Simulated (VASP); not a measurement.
# Bi2Se3 (R-3m) in VASP: single point with PBE+D3(BJ)

Aim: the single point of Bi2Se3 with PBE+D3(BJ).

Program: VASP 6.6.1. These are calculated values, not measurements. Logs are shortened: lines on timing, memory, paths and dates and some standing lists are left out, and cuts for length are marked.

## (1) The cell of the first run

Symmetry: R-3m, No. 166, trigonal system. The conventional cell has a = 4.143 Å, b = 4.143 Å, c = 28.487 Å, α = 90.00°, β = 90.00°, γ = 120.00°. Within 3.8 Å of Bi (site symmetry 3m) lie 6 Se at 2.86 to 3.07 Å. Se (site symmetry -3m) has 6 Bi at 3.07 Å and 12 Se at 4.14 to 4.24 Å within 4.3 Å. Se (site symmetry 3m) has 3 Bi at 2.86 Å and 3 Se at 3.46 Å within 3.8 Å.

## (2) Single point, PBE+D3(BJ)

The input, INCAR:

```
SYSTEM = Bi2Se3
  ALGO = Normal
  EDIFF = 1E-7
  ENCUT = 520
  GGA = PE
  ISIF = 2
  ISMEAR = 0
  IVDW = 12
  LASPH = .TRUE.
  LCHARG = .FALSE.
  LREAL = .FALSE.
  LWAVE = .FALSE.
  NBANDS = 32
  NELM = 100
  PREC = Accurate
  SIGMA = 0.01
```

The input, KPOINTS:

```
k-points
0
G
  12 12 12
  0 0 0
```

The input, POSCAR:

```
Bi2Se3
1.0
    2.0714737376      1.1959659200      9.4956319567
   -2.0714737376      1.1959659200      9.4956319567
    0.0000000000     -2.3919318400      9.4956319567
Bi Se
2 3
Direct
    0.4008077328      0.4008077328      0.4008077328
    0.5991922672      0.5991922672      0.5991922672
    0.0000000000      0.0000000000      0.0000000000
    0.2106239550      0.2106239550      0.2106239550
    0.7893760450      0.7893760450      0.7893760450
```

Potentials or basis: VASP PAW PBE potentials, release 64 (Bi_d, Se).

On the command line:

```bash
cat potpaw_PBE.64/Bi_d/POTCAR potpaw_PBE.64/Se/POTCAR > POTCAR
mpirun -np 1 vasp_std > vasp.out
```

OUTCAR:

```text
SYSTEM = Bi2Se3
   EDIFF = 1E-7
   ENCUT = 520
   GGA = PE
   ISIF = 2
   ISMEAR = 0
   IVDW = 12
   LASPH = .TRUE.
   LREAL = .FALSE.
   NELM = 100
   PREC = Accurate
 IVDW          = 12

 ion  position               nearest neighbor table
   1  0.401  0.401  0.401-   5 2.86   5 2.86   5 2.86   3 3.07   3 3.07   3 3.07
   2  0.599  0.599  0.599-   4 2.86   4 2.86   4 2.86   3 3.07   3 3.07   3 3.07
   3  0.000  0.000  0.000-   2 3.07   1 3.07   2 3.07   2 3.07   1 3.07   1 3.07
   4  0.211  0.211  0.211-   2 2.86   2 2.86   2 2.86
   5  0.789  0.789  0.789-   1 2.86   1 2.86   1 2.86

  LATTYP: Found a trigonal (rhomboedric) cell.
 ALAT       =     9.7922604226
 COS(alpha) =     0.9105000178

  Lattice vectors:

 A1 = (   2.0714737376,   1.1959659200,   9.4956319567)
 A2 = (  -2.0714737376,   1.1959659200,   9.4956319567)
 A3 = (   0.0000000000,  -2.3919318400,   9.4956319567)

Analysis of symmetry for initial positions (statically):
=====================================================================
 Subroutine PRICEL returns:
 Original cell was already a primitive cell.

 Routine SETGRP: Setting up the symmetry group for a
 trigonal (rhombohedral) supercell.

 Subroutine GETGRP returns: Found 12 space group operations
 (whereof 12 operations were pure point group operations)
 out of a pool of 12 trial point group operations.

The static configuration has the point symmetry D_3d.

Analysis of symmetry for dynamics (positions and initial velocities):
=====================================================================
 Subroutine PRICEL returns:
 Original cell was already a primitive cell.

 Routine SETGRP: Setting up the symmetry group for a
 trigonal (rhombohedral) supercell.

 Subroutine GETGRP returns: Found 12 space group operations
 (whereof 12 operations were pure point group operations)
 out of a pool of 12 trial point group operations.

The dynamic configuration has the point symmetry D_3d.

 Subroutine INISYM returns: Found 12 space group operations
 (whereof 12 operations are pure point group operations),
 and found     1 'primitive' translations

----------------------------------------------------------------------------------------

                                     Primitive cell

  volume of cell :     141.1476

  direct lattice vectors                    reciprocal lattice vectors
     2.071473738  1.195965920  9.495631957     0.241374047  0.139357371  0.035103860
    -2.071473738  1.195965920  9.495631957    -0.241374047  0.139357371  0.035103860
     0.000000000 -2.391931840  9.495631957     0.000000000 -0.278714742  0.035103860

  length of vectors
     9.792260423  9.792260423  9.792260423     0.280916693  0.280916693  0.280916693

  position of ions in fractional coordinates (direct lattice)
     0.400807733  0.400807733  0.400807733
     0.599192267  0.599192267  0.599192267
     0.000000000  0.000000000  0.000000000
     0.210623955  0.210623955  0.210623955
     0.789376045  0.789376045  0.789376045

  ion indices of the primitive-cell ions
   primitive index   ion index
                 1           1
                 2           2
                 3           3
                 4           4
                 5           5

----------------------------------------------------------------------------------------

 KPOINTS: k-points

Automatic generation of k-mesh.
 Grid dimensions read from file:
 generate k-points for:   12   12   12

 Generating k-lattice:

  Cartesian coordinates                     Fractional coordinates (reciprocal lattice)
     0.020114504  0.011613114  0.002925322     0.083333333 -0.000000000  0.000000000
    -0.020114504  0.011613114  0.002925322    -0.000000000  0.083333333  0.000000000
     0.000000000 -0.023226229  0.002925322     0.000000000  0.000000000  0.083333333

  Length of vectors
     0.023409724  0.023409724  0.023409724

  Shift w.r.t. Gamma in fractional coordinates (k-lattice)
     0.000000000  0.000000000  0.000000000

 Subroutine IBZKPT returns following result:
 ===========================================

 Found    189 irreducible k-points:

 Following reciprocal coordinates:
            Coordinates               Weight
  0.000000  0.000000  0.000000      1.000000
  0.083333 -0.000000  0.000000      6.000000
  0.166667  0.000000 -0.000000      6.000000
  0.250000 -0.000000  0.000000      6.000000
  0.333333 -0.000000  0.000000      6.000000
  0.416667  0.000000  0.000000      6.000000
[... 16 lines left out ...]
  0.500000  0.166667  0.000000     12.000000
 -0.416667  0.166667  0.000000     12.000000
 [... further k-points ...]
   k-points           NKPTS =    189   k-points in BZ     NKDIM =    189   number of bands    NBANDS=     32
   number of dos      NEDOS =    301   number of ions     NIONS =      5
   total plane-waves  NPLWV = 512000
   dimension x,y,z NGX =    80 NGY =   80 NGZ =   80
   dimension x,y,z NGXF=   160 NGYF=  160 NGZF=  160
   ions per type =               2   3
   NGX,Y,Z   is equivalent  to a cutoff of  13.58, 13.58, 13.58 a.u.
   NGXF,Y,Z  is equivalent  to a cutoff of  27.16, 27.16, 27.16 a.u.
 SYSTEM =  Bi2Se3
   PREC   = accura    normal or accurate (medium, high low for compatibility)
   ISTART =      0    job   : 0-new  1-cont  2-samecut
   ICHARG =      2    charge: 1-file 2-atom 10-const
   ISPIN  =      1    spin polarized calculation?
   LNONCOLLINEAR =      F non collinear calculations
   LSORBIT =      F    spin-orbit coupling
   LASPH  =      T    aspherical Exc in radial PAW
   ENCUT  =  520.0 eV  38.22 Ry    6.18 a.u.  18.21 18.21 18.21*2*pi/ulx,y,z
   NELM   =    100;   NELMIN=  2; NELMDL= -5     # of ELM steps
   EDIFF  = 0.1E-06   stopping-criterion for ELM
   LREAL  =      F    real-space projection
   EDIFFG = 0.1E-05   stopping-criterion for IOM
   NSW    =      0    number of steps for IOM
   IBRION =     -1    ionic relax: 0-MD 1-quasi-New 2-CG
   NFREE  =      0    steps in history (QN), initial steepest desc. (CG)
   ISIF   =      2    stress and relaxation
   ISYM   =      2    0-nonsym 1-usesym 2-fastsym
   POTIM  = 0.5000    time-step for ionic-motion
   TEBEG  =    0.0;   TEEND  =   0.0 temperature during run
   PSTRESS=    0.0 pullay stress
   NELECT =      48.0000    total number of electrons
   NUPDOWN=      -1.0000    fix difference up-down
   EMIN   =  10.00;   EMAX   =-10.00  energy-range for DOS
   EFERMI =   0.00;   METHOD = LEGACY
   ISMEAR =     0;   SIGMA  =   0.01  broadening in eV -4-tet -1-fermi 0-gaus
   EFERMI_NEDOS =   21; number of points for ismear=-14 and -15
   IALGO  =     38    algorithm
   IMIX   =      4    mixing-type and parameters
     AMIX     =   0.40;   BMIX     =  1.00
     AMIX_MAG =   1.60;   BMIX_MAG =  1.00
  volume/ion in A,a.u.               =      28.23       190.50
  Fermi-wavevector in a.u.,A,eV,Ry     =   1.142696  2.159383 17.765871  1.305755
  Thomas-Fermi vector in A             =   2.279393
   LORBIT       =      0    0 simple, 1 ext, 2 COOP (PROOUT), +10 PAW based schemes
   GGA     = PE    functional components
   LHFCALC =     F    Hartree Fock is set to
   AEXX    =    0.0000 exact exchange contribution
   IVDW    =    12    specifies the selected vdW correction
   LEPSILON=     F    determine dielectric tensor
   LRPA    =     F    only Hartree local field effects (RPA)
 non-spin polarized calculation
 Gauss-broadening in eV      SIGMA  =   0.01
  energy-cutoff  :      520.00
  volume of cell :      141.15
 maximum number of plane-waves:      3840
 NGX is ok and might be reduce to    80
   NGX = 37   NGY = 37   NGZ = 37

 number of electron      47.9999996 magnetization

 Free energy of the ion-electron system (eV)
  ---------------------------------------------------
  ext. energy  EPLUGINS =         0.00000000
  ---------------------------------------------------
  free energy    TOTEN  =       -20.14796532 eV

  energy without entropy =      -20.14796532  energy(sigma->0) =      -20.14796532

 E-fermi :   5.1814     XC(G=0):  -9.5316

 val. band max:        5.0738317998   @ k =   0.0000   0.0000   0.0000
 cond. band min:       5.2380197168   @ k =   0.0000   0.0000   0.0000
 fundamental gap:      0.1641879171
 Fermi energy:         5.1813622122

 k-point     1 :       0.0000    0.0000    0.0000
  band No.  band energies     occupation
      1     -18.1011      2.00000
      2     -18.1011      2.00000
      3     -18.0993      2.00000
      4     -18.0993      2.00000
      5     -18.0940      2.00000
      6     -18.0914      2.00000
[... 24 lines left out ...]
     31      10.8487      0.00000
     32      12.0027      0.00000

 k-point     2 :       0.0833   -0.0000    0.0000
  band No.  band energies     occupation
      1     -18.1020      2.00000
      2     -18.1001      2.00000
      3     -18.0994      2.00000
      4     -18.0977      2.00000
      5     -18.0930      2.00000
      6     -18.0904      2.00000
[... 24 lines left out ...]
     31      10.7557      0.00000
     32      11.2033      0.00000

 k-point     3 :       0.1667    0.0000   -0.0000
  band No.  band energies     occupation
      1     -18.1049      2.00000
      2     -18.1025      2.00000
      3     -18.0950      2.00000
      4     -18.0932      2.00000
      5     -18.0903      2.00000
      6     -18.0879      2.00000
[... 24 lines left out ...]
     31      10.1013      0.00000
     32      11.0286      0.00000

 k-point     4 :       0.2500   -0.0000    0.0000
  band No.  band energies     occupation
      1     -18.1096      2.00000
      2     -18.1063      2.00000
      3     -18.0911      2.00000
      4     -18.0901      2.00000
      5     -18.0881      2.00000
      6     -18.0865      2.00000
[... 654 lines left out ...]
     31      10.0649      0.00000
     32      10.8226      0.00000

 k-point    23 :       0.5000    0.1667    0.0000
  band No.  band energies     occupation
      1     -18.1136      2.00000
      2     -18.1093      2.00000
      3     -18.0935      2.00000
      4     -18.0919      2.00000
      5     -18.0885      2.00000
      6     -18.0874      2.00000
[... 24 lines left out ...]
     31      10.0489      0.00000
     32      10.8825      0.00000

 k-point    24 :      -0.4167    0.1667    0.0000
  band No.  band energies     occupation
      1     -18.1146      2.00000
      2     -18.1100      2.00000
      3     -18.0940      2.00000
      4     -18.0922      2.00000
      5     -18.0887      2.00000
      6     -18.0875      2.00000
[... 24 lines left out ...]
     31       9.9324      0.00000
     32      10.9293      0.00000

 [... further k-points ...]

------------------------ aborting loop because EDIFF is reached ----------------------------------------

 Edisp (eV)   -2.01346

 E8    (eV) :    -0.9111

  FORCE on cell =-STRESS in cart. coord.  units (eV):
  Direction    XX          YY          ZZ          XY          YZ          ZX
  --------------------------------------------------------------------------------------
  -------------------------------------------------------------------------------------
  Total       0.02188     0.02188     0.00708     0.00000    -0.00000     0.00000
  in kB       0.24831     0.24831     0.08037     0.00000    -0.00000     0.00000
  external pressure =        0.19 kB  Pullay stress =        0.00 kB

 VOLUME and BASIS-vectors are now :
 -----------------------------------------------------------------------------
  energy-cutoff  :      520.00
  volume of cell :      141.15
      direct lattice vectors                 reciprocal lattice vectors
     2.071473738  1.195965920  9.495631957     0.241374047  0.139357371  0.035103860
    -2.071473738  1.195965920  9.495631957    -0.241374047  0.139357371  0.035103860
     0.000000000 -2.391931840  9.495631957     0.000000000 -0.278714742  0.035103860

 POSITION                                       TOTAL-FORCE (eV/Angst)
 -----------------------------------------------------------------------------------
      0.00000      0.00000     11.41777         0.000000      0.000000     -0.006217
      0.00000      0.00000     17.06913         0.000000     -0.000000      0.006217
      0.00000      0.00000      0.00000         0.000000     -0.000000      0.000000
      0.00000      0.00000      6.00002         0.000000     -0.000000     -0.008962
      0.00000      0.00000     22.48687         0.000000     -0.000000      0.008962
 -----------------------------------------------------------------------------------
    total drift:                               -0.000000     -0.000000      0.000000

  FREE ENERGIE OF THE ION-ELECTRON SYSTEM (eV)
  ---------------------------------------------------
  free  energy   TOTEN  =       -22.1614273663 eV

  energy  without entropy=      -22.1614273663  energy(sigma->0) =      -22.16142737
```

Run time: 58 min. Hardware: 1 thread of AMD EPYC 9R45 (Zen 5), shared host; peak memory 1.4 GiB.

What came out:

| Quantity | Value |
| --- | --- |
| Free energy | -22.1614 eV |
| Pressure | 0.0 GPa |
| Largest force | 0.009 eV/Å |
| Band gap on the k mesh | 0.16 eV |
| Dispersion energy per atom | -0.403 eV |

Forces in eV/Å, atoms in the order of the input:
```
Bi   0.000  0.000 -0.006
Bi   0.000  0.000  0.006
Se   0.000  0.000  0.000
Se   0.000  0.000 -0.009
Se   0.000  0.000  0.009
```

Caveat: spin-orbit coupling is left out, which moves the levels of the heavy elements.
